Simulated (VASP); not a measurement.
Here is a VASP 6.6.1 calculation.

The input INCAR:

```
PREC = Accurate
ENCUT = 520
EDIFF = 1E-6
ISMEAR = -1
SIGMA = 0.1
LREAL = False
LASPH = True
NELM = 100
ALGO = Normal
ISIF = 2
LWAVE = False
LCHARG = False
GGA = B5
ALDAX = 1.0
AGGAX = 1.0
AGGAC = 1.0
ALDAC = 0.0
NBANDS = 10
```

File KPOINTS:

```
Automatic mesh
0
Gamma
  14 14 14
```

The input POSCAR:

```
Os
1.0
    2.5264402601      0.0000000000      0.0000000000
    0.0000000000      2.5264402601      0.0000000000
    0.0000000000      0.0000000000      2.5264402601
Os
1
Direct
    0.0000000000      0.0000000000      0.0000000000
```

Potentials or basis: VASP PAW PBE potentials, release 64 (Os).

Launch:

```bash
$ cat potpaw_PBE.64/Os/POTCAR > POTCAR
$ mpirun -np 1 vasp_std > vasp.out
```

(1) Predict the band gap on the k mesh.

(2) What does it give for the pressure?

## Answers

(1) zero (bands 4 and 5 overlap by 6.13 eV).

(2) 26.8 GPa.

Caveat: the cell stands under pressure; the PAW data sets were made with another functional, which shifts forces and pressure a little; spin-orbit coupling is left out, which moves the levels of the heavy elements.
